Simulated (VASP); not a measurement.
# Ge in VASP: a series of runs

Runs on Ge. Level: LDA. Tasks: electric field gradients.

Everything below comes from runs of VASP 6.6.1. Logs are shortened: lines on timing, memory, paths and dates and some standing lists are left out, and cuts for length are marked.

### 1 The cell of the first run

The structure is cubic, space group Fd-3m (No. 227). Conventional cell: a = 5.620 Å, b = 5.620 Å, c = 5.620 Å, α = 90.00°, β = 90.00°, γ = 90.00°. Ge (site symmetry -43m) has 4 Ge at 2.43 Å within 3.2 Å.

### 2 Electric field gradients, LDA (volume scaled by 0.98)

INCAR

```
SYSTEM = Ge
PREC     = Accurate       ! precision mode
ENCUT    = 520            ! plane-wave cutoff, eV
EDIFF    = 1E-8           ! SCF threshold, eV
ISMEAR   = -1             ! smearing method
SIGMA    = 0.05           ! smearing width, eV
LREAL    = .False.        ! projectors in reciprocal space
LASPH    = .True.         ! aspherical terms in the spheres
NELM     = 100            ! most SCF steps
ALGO     = Normal         ! electronic algorithm
ISIF     = 2              ! what is computed and relaxed
LWAVE    = .False.        ! write WAVECAR
LCHARG   = .False.        ! write CHGCAR
GGA      = CA             ! functional
LEFG     = .True.       
NBANDS   = 21             ! bands
```

KPOINTS

```
Automatic mesh
0
Gamma
  10 10 10
  0 0 0
```

POSCAR

```
Ge
1.0
    0.0000000000      2.8097843944      2.8097843944
    2.8097843944      0.0000000000      2.8097843944
    2.8097843944      2.8097843944      0.0000000000
Ge
2
Direct
    0.5000000000      0.5000000000      0.5000000000
    0.7500000000      0.7500000000      0.7500000000
```

Potentials or basis: VASP PAW LDA potentials, release 64 (Ge_d).

Run with:

```sh
> cat potpaw_LDA.64/Ge_d/POTCAR > POTCAR
> mpirun -np 1 vasp_std > vasp.out
```

OUTCAR:

```text
SYSTEM = Ge
   PREC = Accurate
   ENCUT = 520
   EDIFF = 1E-8
   ISMEAR = -1
   LREAL = .False.
   LASPH = .True.
   NELM = 100
   ISIF = 2
   GGA = CA

 ion  position               nearest neighbor table
   1  0.500  0.500  0.500-   2 2.43   2 2.43   2 2.43   2 2.43
   2  0.750  0.750  0.750-   1 2.43   1 2.43   1 2.43   1 2.43

  LATTYP: Found a face centered cubic cell.
 ALAT       =     5.6195687888

  Lattice vectors:

 A1 = (   0.0000000000,   2.8097843944,   2.8097843944)
 A2 = (   2.8097843944,   0.0000000000,   2.8097843944)
 A3 = (   2.8097843944,   2.8097843944,   0.0000000000)

Analysis of symmetry for initial positions (statically):
=====================================================================
 Subroutine PRICEL returns:
 Original cell was already a primitive cell.

 Routine SETGRP: Setting up the symmetry group for a
 face centered cubic supercell.

 Subroutine GETGRP returns: Found 48 space group operations
 (whereof 24 operations were pure point group operations)
 out of a pool of 48 trial point group operations.

The static configuration has the point symmetry T_d .
 The point group associated with its full space group is O_h .

Analysis of symmetry for dynamics (positions and initial velocities):
=====================================================================
 Subroutine PRICEL returns:
 Original cell was already a primitive cell.

 Routine SETGRP: Setting up the symmetry group for a
 face centered cubic supercell.

 Subroutine GETGRP returns: Found 48 space group operations
 (whereof 24 operations were pure point group operations)
 out of a pool of 48 trial point group operations.

The dynamic configuration has the point symmetry T_d .
 The point group associated with its full space group is O_h .

 Subroutine INISYM returns: Found 48 space group operations
 (whereof 24 operations are pure point group operations),
 and found     1 'primitive' translations

----------------------------------------------------------------------------------------

                                     Primitive cell

  volume of cell :      44.3659

  direct lattice vectors                    reciprocal lattice vectors
     0.000000000  2.809784394  2.809784394    -0.177949597  0.177949597  0.177949597
     2.809784394  0.000000000  2.809784394     0.177949597 -0.177949597  0.177949597
     2.809784394  2.809784394  0.000000000     0.177949597  0.177949597 -0.177949597

  length of vectors
     3.973635198  3.973635198  3.973635198     0.308217743  0.308217743  0.308217743

  position of ions in fractional coordinates (direct lattice)
     0.500000000  0.500000000  0.500000000
     0.750000000  0.750000000  0.750000000

  ion indices of the primitive-cell ions
   primitive index   ion index
                 1           1
                 2           2

----------------------------------------------------------------------------------------

 KPOINTS: Automatic mesh

Automatic generation of k-mesh.
 Grid dimensions read from file:
 generate k-points for:   10   10   10

 Generating k-lattice:

  Cartesian coordinates                     Fractional coordinates (reciprocal lattice)
    -0.017794960  0.017794960  0.017794960     0.100000000  0.000000000  0.000000000
     0.017794960 -0.017794960  0.017794960     0.000000000  0.100000000  0.000000000
     0.017794960  0.017794960 -0.017794960     0.000000000  0.000000000  0.100000000

  Length of vectors
     0.030821774  0.030821774  0.030821774

  Shift w.r.t. Gamma in fractional coordinates (k-lattice)
     0.000000000  0.000000000  0.000000000

 Subroutine IBZKPT returns following result:
 ===========================================

 Found     47 irreducible k-points:

 Following reciprocal coordinates:
            Coordinates               Weight
  0.000000  0.000000  0.000000      1.000000
  0.100000  0.000000  0.000000      8.000000
  0.200000  0.000000  0.000000      8.000000
  0.300000  0.000000  0.000000      8.000000
  0.400000  0.000000  0.000000      8.000000
  0.500000  0.000000  0.000000      4.000000
[... 16 lines left out ...]
  0.300000  0.300000  0.000000      6.000000
  0.400000  0.300000  0.000000     24.000000
 [... further k-points ...]
   k-points           NKPTS =     47   k-points in BZ     NKDIM =     47   number of bands    NBANDS=     21
   number of dos      NEDOS =    301   number of ions     NIONS =      2
   total plane-waves  NPLWV =  27000
   dimension x,y,z NGX =    30 NGY =   30 NGZ =   30
   dimension x,y,z NGXF=    60 NGYF=   60 NGZF=   60
   ions per type =               2
   NGX,Y,Z   is equivalent  to a cutoff of  12.55, 12.55, 12.55 a.u.
   NGXF,Y,Z  is equivalent  to a cutoff of  25.10, 25.10, 25.10 a.u.
 SYSTEM =  Ge
   PREC   = accura    normal or accurate (medium, high low for compatibility)
   ISTART =      0    job   : 0-new  1-cont  2-samecut
   ICHARG =      2    charge: 1-file 2-atom 10-const
   ISPIN  =      1    spin polarized calculation?
   LNONCOLLINEAR =      F non collinear calculations
   LSORBIT =      F    spin-orbit coupling
   LASPH  =      T    aspherical Exc in radial PAW
   ENCUT  =  520.0 eV  38.22 Ry    6.18 a.u.   7.39  7.39  7.39*2*pi/ulx,y,z
   NELM   =    100;   NELMIN=  2; NELMDL= -5     # of ELM steps
   EDIFF  = 0.1E-07   stopping-criterion for ELM
   LREAL  =      F    real-space projection
   EDIFFG = 0.1E-06   stopping-criterion for IOM
   NSW    =      0    number of steps for IOM
   IBRION =     -1    ionic relax: 0-MD 1-quasi-New 2-CG
   NFREE  =      0    steps in history (QN), initial steepest desc. (CG)
   ISIF   =      2    stress and relaxation
   ISYM   =      2    0-nonsym 1-usesym 2-fastsym
   POTIM  = 0.5000    time-step for ionic-motion
   TEBEG  =    0.0;   TEEND  =   0.0 temperature during run
   PSTRESS=    0.0 pullay stress
   NELECT =      28.0000    total number of electrons
   NUPDOWN=      -1.0000    fix difference up-down
   EMIN   =  10.00;   EMAX   =-10.00  energy-range for DOS
   EFERMI =   0.00;   METHOD = LEGACY
   ISMEAR =    -1;   SIGMA  =   0.05  broadening in eV -4-tet -1-fermi 0-gaus
   EFERMI_NEDOS =   21; number of points for ismear=-14 and -15
   IALGO  =     38    algorithm
   IMIX   =      4    mixing-type and parameters
     AMIX     =   0.40;   BMIX     =  1.00
     AMIX_MAG =   1.60;   BMIX_MAG =  1.00
  volume/ion in A,a.u.               =      22.18       149.70
  Fermi-wavevector in a.u.,A,eV,Ry     =   1.404250  2.653648 26.829584  1.971919
  Thomas-Fermi vector in A             =   2.526831
   LORBIT       =      0    0 simple, 1 ext, 2 COOP (PROOUT), +10 PAW based schemes
   GGA     = CA    functional components
   LHFCALC =     F    Hartree Fock is set to
   AEXX    =    0.0000 exact exchange contribution
   IVDW    =     0    specifies the selected vdW correction
   LEPSILON=     F    determine dielectric tensor
   LRPA    =     F    only Hartree local field effects (RPA)
 non-spin polarized calculation
  energy-cutoff  :      520.00
  volume of cell :       44.37
 maximum number of plane-waves:      1243
 NGX is ok and might be reduce to    30
   NGX = 15   NGY = 15   NGZ = 15

 number of electron      28.0000032 magnetization

 Free energy of the ion-electron system (eV)
  ---------------------------------------------------
  ext. energy  EPLUGINS =         0.00000000
  ---------------------------------------------------
  free energy    TOTEN  =       -10.38876072 eV

  energy without entropy =      -10.38816999  energy(sigma->0) =      -10.38846535

 E-fermi :   4.9560     XC(G=0): -10.3845

 val. band max:        4.9241786072   @ k =   0.0000   0.0000   0.0000
 cond. band min:       4.9668193717   @ k =   0.0000   0.0000   0.0000
 fundamental gap:      0.0426407645
 Fermi energy:         4.9559515320

 k-point     1 :       0.0000    0.0000    0.0000
  band No.  band energies     occupation
      1     -20.0450      2.00000
      2     -20.0450      2.00000
      3     -20.0450      2.00000
      4     -20.0067      2.00000
      5     -20.0067      2.00000
      6     -19.7848      2.00000
[... 13 lines left out ...]
     20      14.5299      0.00000
     21      14.5299      0.00000

 k-point     2 :       0.1000    0.0000    0.0000
  band No.  band energies     occupation
      1     -20.0511      2.00000
      2     -20.0511      2.00000
      3     -20.0433      2.00000
      4     -19.9983      2.00000
      5     -19.9983      2.00000
      6     -19.7938      2.00000
[... 13 lines left out ...]
     20      13.7514      0.00000
     21      13.7514      0.00000

 k-point     3 :       0.2000    0.0000    0.0000
  band No.  band energies     occupation
      1     -20.0605      2.00000
      2     -20.0605      2.00000
      3     -20.0387      2.00000
      4     -19.9833      2.00000
      5     -19.9833      2.00000
      6     -19.8062      2.00000
[... 13 lines left out ...]
     20      13.2257      0.00000
     21      13.2257      0.00000

 k-point     4 :       0.3000    0.0000    0.0000
  band No.  band energies     occupation
      1     -20.0669      2.00000
      2     -20.0669      2.00000
      3     -20.0330      2.00000
      4     -19.9710      2.00000
      5     -19.9710      2.00000
      6     -19.8152      2.00000
[... 13 lines left out ...]
     20      13.6086      0.00000
     21      13.6086      0.00000

 k-point     5 :       0.4000    0.0000    0.0000
  band No.  band energies     occupation
      1     -20.0699      2.00000
      2     -20.0699      2.00000
      3     -20.0283      2.00000
      4     -19.9644      2.00000
      5     -19.9644      2.00000
      6     -19.8194      2.00000
[... 13 lines left out ...]
     20      14.8633      0.00000
     21      14.8633      0.00000
[... 382 lines left out ...]
     20      14.2501      0.00000
     21      16.3077      0.00000

 k-point    22 :      -0.2000    0.2000    0.0000
  band No.  band energies     occupation
      1     -20.0762      2.00000
      2     -20.0756      2.00000
      3     -20.0165      2.00000
      4     -19.9724      2.00000
      5     -19.9478      2.00000
      6     -19.8416      2.00000
[... 13 lines left out ...]
     20      14.7357      0.00000
     21      15.3736      0.00000

 k-point    23 :       0.3000    0.3000    0.0000
  band No.  band energies     occupation
      1     -20.0694      2.00000
      2     -20.0694      2.00000
      3     -20.0459      2.00000
      4     -19.9559      2.00000
      5     -19.9119      2.00000
      6     -19.9006      2.00000
[... 13 lines left out ...]
     20      16.0800      0.00000
     21      16.0852      0.00000

 k-point    24 :       0.4000    0.3000    0.0000
  band No.  band energies     occupation
      1     -20.0804      2.00000
      2     -20.0743      2.00000
      3     -20.0284      2.00000
      4     -19.9399      2.00000
      5     -19.9191      2.00000
      6     -19.8938      2.00000
[... 13 lines left out ...]
     20      16.5608      0.00000
     21      16.8198      0.00000

 [... further k-points ...]

------------------------ aborting loop because EDIFF is reached ----------------------------------------

  FORCE on cell =-STRESS in cart. coord.  units (eV):
  Direction    XX          YY          ZZ          XY          YZ          ZX
  --------------------------------------------------------------------------------------
  -------------------------------------------------------------------------------------
  Total        0.0544653      0.0544653      0.0544653      0.0000000      0.0000000     -0.0000000
  in kB        1.9668982      1.9668982      1.9668982      0.0000000      0.0000000     -0.0000000
  external PRESSURE =       1.9668982 kB  Pullay stress =       0.0000000 kB

 VOLUME and BASIS-vectors are now :
 -----------------------------------------------------------------------------
  energy-cutoff  :      520.00
  volume of cell :       44.37
      direct lattice vectors                 reciprocal lattice vectors
     0.000000000  2.809784394  2.809784394    -0.177949597  0.177949597  0.177949597
     2.809784394  0.000000000  2.809784394     0.177949597 -0.177949597  0.177949597
     2.809784394  2.809784394  0.000000000     0.177949597  0.177949597 -0.177949597

 POSITION                                       TOTAL-FORCE (eV/Angst)
 -----------------------------------------------------------------------------------
      2.80978      2.80978      2.80978        -0.000000     -0.000000     -0.000000
      4.21468      4.21468      4.21468         0.000000      0.000000      0.000000
 -----------------------------------------------------------------------------------
    total drift:                                0.000000     -0.000000     -0.000000

  FREE ENERGIE OF THE ION-ELECTRON SYSTEM (eV)
  ---------------------------------------------------
  free  energy   TOTEN  =       -10.3887607217 eV

  energy  without entropy=      -10.3881699875  energy(sigma->0) =      -10.38846535

 Electric field gradients (V/A^2)
---------------------------------------------------------------------
 ion       V_xx      V_yy      V_zz      V_xy      V_xz      V_yz
---------------------------------------------------------------------
   1      -0.000    -0.000    -0.000     0.002     0.002     0.002
   2      -0.000    -0.000    -0.000     0.002     0.002     0.002
---------------------------------------------------------------------

 Electric field gradients after diagonalization (V/A^2)
 (convention: |V_zz| > |V_xx| > |V_yy|)
----------------------------------------------------------------------
 ion       V_xx      V_yy      V_zz     asymmetry (V_yy - V_xx)/ V_zz
----------------------------------------------------------------------
   1      -0.002    -0.002     0.005       0.000
   2      -0.002    -0.002     0.005       0.000
----------------------------------------------------------------------

           NMR quadrupolar parameters

 Cq : quadrupolar parameter    Cq=e*Q*V_zz/h
 eta: asymmetry parameters     (V_yy - V_xx)/ V_zz
 Q  : nuclear electric quadrupole moment in mb (millibarn)
----------------------------------------------------------------------
 ion       Cq(MHz)       eta       Q (mb)
----------------------------------------------------------------------
   1       0.000       0.000       1.000
   2       0.000       0.000       1.000
----------------------------------------------------------------------
```

It took 40 s on 1 thread of Intel Xeon 6975P-C, shared host; peak memory 0.16 GiB.

What came out:

| Item | Value |
| --- | --- |
| Free energy | -10.3888 eV |
| Pressure | 0.2 GPa |
| Band gap on the k mesh | 0.04 eV, direct |

Levels at points of the mesh, in eV from the valence-band top:
| k point | band 10 | band 11 | band 12 | band 13 | band 14 | band 15 | band 16 | band 17 | band 18 | band 19 |
| --- | --- | --- | --- | --- | --- | --- | --- | --- | --- | --- |
| (0.00, 0.00, 0.00) | -24.69 | -12.96 | 0.00 | 0.00 | 0.00 | 0.04 | 2.54 | 2.54 | 2.54 | 6.26 |
| (0.50, 0.00, 0.00) | -24.67 | -10.82 | -7.73 | -1.44 | -1.44 | 0.13 | 3.73 | 3.73 | 6.98 | 10.53 |
| (0.50, 0.50, 0.00) | -24.65 | -9.00 | -9.00 | -3.15 | -3.15 | 0.64 | 0.64 | 9.58 | 9.58 | 11.64 |

Caveat: without QUAD_EFG the Cq values of the log hold for a quadrupole moment of 1 mb, not for the nuclei.

### 3 Electric field gradients, LDA (volume scaled by 0.99)

INCAR

```
ALGO = Normal
EDIFF = 1E-8
ENCUT = 520
ISIF = 2
ISMEAR = -1
LASPH = True
LCHARG = False
LEFG = True
LREAL = False
LWAVE = False
NBANDS = 21
NELM = 100
PREC = Accurate
SIGMA = 0.05
```

KPOINTS

```
k-points
0
Gamma
  10 10 10
```

POSCAR

```
Ge
1.0
    0.0000000000      2.8193091601      2.8193091601
    2.8193091601      0.0000000000      2.8193091601
    2.8193091601      2.8193091601      0.0000000000
Ge
2
Direct
    0.5000000000      0.5000000000      0.5000000000
    0.7500000000      0.7500000000      0.7500000000
```

Potentials or basis: VASP PAW LDA potentials, release 64 (Ge_d).

Run with:

```sh
> cat potpaw_LDA.64/Ge_d/POTCAR > POTCAR
> mpirun -np 1 vasp_std > vasp.out
```

OUTCAR:

```text
EDIFF = 1E-8
   ENCUT = 520
   ISIF = 2
   ISMEAR = -1
   LASPH = True
   LREAL = False
   NELM = 100
   PREC = Accurate

 ion  position               nearest neighbor table
   1  0.500  0.500  0.500-   2 2.44   2 2.44   2 2.44   2 2.44
   2  0.750  0.750  0.750-   1 2.44   1 2.44   1 2.44   1 2.44

  LATTYP: Found a face centered cubic cell.
 ALAT       =     5.6386183202

  Lattice vectors:

 A1 = (   0.0000000000,   2.8193091601,   2.8193091601)
 A2 = (   2.8193091601,   0.0000000000,   2.8193091601)
 A3 = (   2.8193091601,   2.8193091601,   0.0000000000)

Analysis of symmetry for initial positions (statically):
=====================================================================
 Subroutine PRICEL returns:
 Original cell was already a primitive cell.

 Routine SETGRP: Setting up the symmetry group for a
 face centered cubic supercell.

 Subroutine GETGRP returns: Found 48 space group operations
 (whereof 24 operations were pure point group operations)
 out of a pool of 48 trial point group operations.

[... 764 lines left out ...]
     0.000000000  2.819309160  2.819309160    -0.177348411  0.177348411  0.177348411
     2.819309160  0.000000000  2.819309160     0.177348411 -0.177348411  0.177348411
     2.819309160  2.819309160  0.000000000     0.177348411  0.177348411 -0.177348411

 POSITION                                       TOTAL-FORCE (eV/Angst)
 -----------------------------------------------------------------------------------
      2.81931      2.81931      2.81931        -0.000000      0.000000      0.000000
      4.22896      4.22896      4.22896         0.000000     -0.000000     -0.000000
 -----------------------------------------------------------------------------------
    total drift:                                0.000000     -0.000000     -0.000000

  FREE ENERGIE OF THE ION-ELECTRON SYSTEM (eV)
  ---------------------------------------------------
  free  energy   TOTEN  =       -10.3884568882 eV

  energy  without entropy=      -10.3877968143  energy(sigma->0) =      -10.38812685

 Electric field gradients (V/A^2)
---------------------------------------------------------------------
 ion       V_xx      V_yy      V_zz      V_xy      V_xz      V_yz
---------------------------------------------------------------------
   1      -0.000    -0.000    -0.000     0.003     0.003     0.003
   2      -0.000    -0.000    -0.000     0.003     0.003     0.003
---------------------------------------------------------------------

 Electric field gradients after diagonalization (V/A^2)
 (convention: |V_zz| > |V_xx| > |V_yy|)
----------------------------------------------------------------------
 ion       V_xx      V_yy      V_zz     asymmetry (V_yy - V_xx)/ V_zz
----------------------------------------------------------------------
   1      -0.003    -0.003     0.006       0.000
   2      -0.003    -0.003     0.006       0.000
----------------------------------------------------------------------

           NMR quadrupolar parameters

 Cq : quadrupolar parameter    Cq=e*Q*V_zz/h
 eta: asymmetry parameters     (V_yy - V_xx)/ V_zz
 Q  : nuclear electric quadrupole moment in mb (millibarn)
----------------------------------------------------------------------
 ion       Cq(MHz)       eta       Q (mb)
----------------------------------------------------------------------
   1       0.000       0.000       1.000
   2       0.000       0.000       1.000
----------------------------------------------------------------------
```

Run time: 32 s. Hardware: 1 thread of Intel Xeon 6975P-C, shared host; peak memory 0.16 GiB.

What came out:

```
Free energy            : -10.3885 eV
Pressure               : -0.5 GPa
Band gap on the k mesh : zero (filled and empty bands touch)
```

Caveat: without QUAD_EFG the Cq values of the log hold for a quadrupole moment of 1 mb, not for the nuclei.

(Continued in part 2 of 2.)
